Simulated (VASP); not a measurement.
# BN (ae) (I-4m2) in VASP: single point with PBEsol

Aim: the single point of BN (ae) with PBEsol.

All numbers are computed with VASP 6.6.1; they aren't measurements. Logs are shortened: lines on timing, memory, paths and dates and some standing lists are left out, and cuts for length are marked.

## 1. The cell of the first run

It takes space group I-4m2 (No. 119, tetragonal). Conventional cell: a = 2.524 Å, b = 2.524 Å, c = 3.622 Å, α = 90.00°, β = 90.00°, γ = 90.00°. Within 2.1 Å of B (site symmetry -4m2) lie 4 N at 1.55 Å. Within 2.1 Å of N (site symmetry -4m2) lie 4 B at 1.55 Å.

## 2. Single point, PBEsol

INCAR

```
PREC = Accurate
ENCUT = 600
EDIFF = 1E-6
ISMEAR = 0
SIGMA = 0.01
LREAL = False
LASPH = True
NELM = 120
ALGO = Normal
ISIF = 2
LWAVE = False
LCHARG = False
GGA = PS
NBANDS = 11
GGA_COMPAT = False
```

KPOINTS

```
Automatic mesh
0
Gamma
  10 10 10
```

POSCAR

```
BN
1.0
    0.0000000000      1.7848172955      1.8110924351
    1.7848172955      0.0000000000      1.8110924351
    1.7848172955      1.7848172955      0.0000000000
B N
1 1
Direct
    0.0000000000      0.0000000000      0.0000000000
    0.2500000000      0.2500000000      0.2500000000
```

Potentials or basis: VASP PAW PBE potentials, release 64 (B, N).

The run is started by

```
$ cat potpaw_PBE.64/B/POTCAR potpaw_PBE.64/N/POTCAR > POTCAR
$ mpirun -np 1 vasp_std > vasp.out
```

OUTCAR:

```text
PREC = Accurate
   ENCUT = 600
   EDIFF = 1E-6
   ISMEAR = 0
   LREAL = False
   LASPH = True
   NELM = 120
   ISIF = 2
   GGA = PS

 ion  position               nearest neighbor table
   1  0.000  0.000  0.000-   2 1.55   2 1.55   2 1.55   2 1.55
   2  0.250  0.250  0.250-   1 1.55   1 1.55   1 1.55   1 1.55

  LATTYP: Found a body centered tetragonal cell.
 ALAT       =     2.5241128257
 C/A-ratio  =     1.4350328691

  Lattice vectors:

 A1 = (  -1.7848172955,   0.0000000000,   1.8110924351)
 A2 = (   1.7848172955,   0.0000000000,   1.8110924351)
 A3 = (   0.0000000000,   1.7848172955,  -1.8110924351)

Analysis of symmetry for initial positions (statically):
=====================================================================
 Subroutine PRICEL returns:
 Original cell was already a primitive cell.

 Routine SETGRP: Setting up the symmetry group for a
 body centered tetragonal supercell.

 Subroutine GETGRP returns: Found  8 space group operations
 (whereof  8 operations were pure point group operations)
 out of a pool of 16 trial point group operations.

The static configuration has the point symmetry D_2d.

Analysis of symmetry for dynamics (positions and initial velocities):
=====================================================================
 Subroutine PRICEL returns:
 Original cell was already a primitive cell.

 Routine SETGRP: Setting up the symmetry group for a
 body centered tetragonal supercell.

 Subroutine GETGRP returns: Found  8 space group operations
 (whereof  8 operations were pure point group operations)
 out of a pool of 16 trial point group operations.

The dynamic configuration has the point symmetry D_2d.

 Subroutine INISYM returns: Found  8 space group operations
 (whereof  8 operations are pure point group operations),
 and found     1 'primitive' translations

----------------------------------------------------------------------------------------

                                     Primitive cell

  volume of cell :      11.5387

  direct lattice vectors                    reciprocal lattice vectors
     0.000000000  1.784817295  1.811092435    -0.280140719  0.280140719  0.276076467
     1.784817295  0.000000000  1.811092435     0.280140719 -0.280140719  0.276076467
     1.784817295  1.784817295  0.000000000     0.280140719  0.280140719 -0.276076467

  length of vectors
     2.542760033  2.542760033  2.524112826     0.482882864  0.482882864  0.482882864

[... 87 lines left out ...]
   ISYM   =      2    0-nonsym 1-usesym 2-fastsym
   POTIM  = 0.5000    time-step for ionic-motion
   TEBEG  =    0.0;   TEEND  =   0.0 temperature during run
   PSTRESS=    0.0 pullay stress
   NELECT =       8.0000    total number of electrons
   NUPDOWN=      -1.0000    fix difference up-down
   EMIN   =  10.00;   EMAX   =-10.00  energy-range for DOS
   EFERMI =   0.00;   METHOD = LEGACY
   ISMEAR =     0;   SIGMA  =   0.01  broadening in eV -4-tet -1-fermi 0-gaus
   EFERMI_NEDOS =   21; number of points for ismear=-14 and -15
   IALGO  =     38    algorithm
   IMIX   =      4    mixing-type and parameters
     AMIX     =   0.40;   BMIX     =  1.00
     AMIX_MAG =   1.60;   BMIX_MAG =  1.00
  volume/ion in A,a.u.               =       5.77        38.93
  Fermi-wavevector in a.u.,A,eV,Ry     =   1.448946  2.738110 28.564665  2.099444
  Thomas-Fermi vector in A             =   2.566729
   LORBIT       =      0    0 simple, 1 ext, 2 COOP (PROOUT), +10 PAW based schemes
   GGA     = PS    functional components
   LHFCALC =     F    Hartree Fock is set to
   AEXX    =    0.0000 exact exchange contribution
   IVDW    =     0    specifies the selected vdW correction
   LEPSILON=     F    determine dielectric tensor
   LRPA    =     F    only Hartree local field effects (RPA)
 non-spin polarized calculation
 Gauss-broadening in eV      SIGMA  =   0.01
  energy-cutoff  :      600.00
  volume of cell :       11.54
 maximum number of plane-waves:       392
   NGX = 11   NGY = 11   NGZ =  9

 number of electron       7.9999998 magnetization

 Free energy of the ion-electron system (eV)
  ---------------------------------------------------
  ext. energy  EPLUGINS =         0.00000000
  ---------------------------------------------------
  free energy    TOTEN  =       -18.34305617 eV

  energy without entropy =      -18.34305617  energy(sigma->0) =      -18.34305617

 E-fermi :   7.8302     XC(G=0): -13.1305

 val. band max:        7.7027470519   @ k =   0.0000   0.0000   0.0000
 cond. band min:      11.8678586511   @ k =   0.5000   0.0000   0.5000
 fundamental gap:      4.1651115992
 Fermi energy:         7.8301779552

 k-point     1 :       0.0000    0.0000    0.0000
  band No.  band energies     occupation
      1     -12.8683      2.00000
      2       7.5525      2.00000
      3       7.7027      2.00000
      4       7.7027      2.00000
      5      16.4911      0.00000
      6      16.4911      0.00000
      7      16.5937      0.00000
      8      18.2975      0.00000
      9      32.6025      0.00000
     10      35.2099      0.00000
     11      35.5375      0.00000
[... 309 lines left out ...]
 k-point    24 :       0.4000    0.3000    0.0000
  band No.  band energies     occupation
      1      -9.0540      2.00000
      2       0.6820      2.00000
      3       3.0407      2.00000
      4       3.5739      2.00000
      5      13.8094      0.00000
      6      18.4882      0.00000
      7      23.3495      0.00000
      8      23.4639      0.00000
      9      27.3640      0.00000
     10      35.0121      0.00000
     11      39.8420      0.00000

 [... further k-points ...]

------------------------ aborting loop because EDIFF is reached ----------------------------------------

  FORCE on cell =-STRESS in cart. coord.  units (eV):
  Direction    XX          YY          ZZ          XY          YZ          ZX
  --------------------------------------------------------------------------------------
  -------------------------------------------------------------------------------------
  Total        0.6929684      0.6929684      0.0275036      0.0000000      0.0000000      0.0000000
  in kB       96.2201176     96.2201176      3.8189331      0.0000000      0.0000000      0.0000000
  external PRESSURE =      65.4197228 kB  Pullay stress =       0.0000000 kB

 VOLUME and BASIS-vectors are now :
 -----------------------------------------------------------------------------
  energy-cutoff  :      600.00
  volume of cell :       11.54
      direct lattice vectors                 reciprocal lattice vectors
     0.000000000  1.784817295  1.811092435    -0.280140719  0.280140719  0.276076467
     1.784817295  0.000000000  1.811092435     0.280140719 -0.280140719  0.276076467
     1.784817295  1.784817295  0.000000000     0.280140719  0.280140719 -0.276076467

 POSITION                                       TOTAL-FORCE (eV/Angst)
 -----------------------------------------------------------------------------------
      0.00000      0.00000      0.00000         0.000000      0.000000      0.000000
      0.89241      0.89241      0.90555        -0.000000     -0.000000     -0.000000
 -----------------------------------------------------------------------------------
    total drift:                               -0.000000     -0.000000      0.000001

  FREE ENERGIE OF THE ION-ELECTRON SYSTEM (eV)
  ---------------------------------------------------
  free  energy   TOTEN  =       -18.3430561744 eV

  energy  without entropy=      -18.3430561744  energy(sigma->0) =      -18.34305617
```

OSZICAR:

```text
N       E                     dE             d eps       ncg     rms          rms(c)
DAV:   1     0.142492753569E+02    0.14249E+02   -0.54895E+03  2276   0.816E+02
DAV:   2    -0.186974251882E+02   -0.32947E+02   -0.31568E+02  2642   0.191E+02
DAV:   3    -0.193252771317E+02   -0.62785E+00   -0.62696E+00  2634   0.223E+01
DAV:   4    -0.193260727574E+02   -0.79563E-03   -0.79561E-03  2468   0.866E-01
DAV:   5    -0.193260734732E+02   -0.71585E-06   -0.71584E-06  2625   0.255E-02    0.667E+00
DAV:   6    -0.184549686133E+02    0.87110E+00   -0.26548E+00  2477   0.993E+00    0.331E+00
DAV:   7    -0.183640508165E+02    0.90918E-01   -0.10869E-01  2514   0.264E+00    0.189E+00
DAV:   8    -0.183430287492E+02    0.21022E-01   -0.33863E-02  2529   0.128E+00    0.191E-01
DAV:   9    -0.183430354198E+02   -0.66707E-05   -0.80736E-04  2415   0.252E-01    0.818E-02
DAV:  10    -0.183430543968E+02   -0.18977E-04   -0.61975E-05  2496   0.752E-02    0.136E-02
DAV:  11    -0.183430561334E+02   -0.17366E-05   -0.38041E-06  2540   0.154E-02    0.825E-03
DAV:  12    -0.183430561744E+02   -0.41018E-07   -0.89903E-07  1209   0.680E-03
   1 F= -.18343056E+02 E0= -.18343056E+02  d E =-.337831E-75
```

stdout:

```text
POSCAR found type information on POSCAR B N
 POSCAR found :  2 types and       2 ions
 scaLAPACK will be used
 -----------------------------------------------------------------------------
|                                                                             |
|                                                                             |
|     You enforced a specific xc type in the INCAR file but a different       |
|     I HOPE YOU KNOW WHAT YOU ARE DOING!                                     |
|                                                                             |
 -----------------------------------------------------------------------------

 LDA part: xc-table for (Slater+PW92), standard interpolation
 POSCAR, INCAR and KPOINTS ok, starting setup
 FFT: planning ... GRIDC
 FFT: planning ... GRID_SOFT
 FFT: planning ... GRID
 WAVECAR not read
 entering main loop
```

Wall time 8.6 s (1 thread of Intel Xeon 6975P-C, shared host); peak memory 0.13 GiB.

What came out:

```
Free energy            : -18.3431 eV
Pressure               : 6.5 GPa
Band gap on the k mesh : 4.17 eV, indirect (least direct gap 8.79 eV)
```

Caveat: the PAW data sets were made with another functional, which shifts forces and pressure a little. A k mesh can miss the band edges.
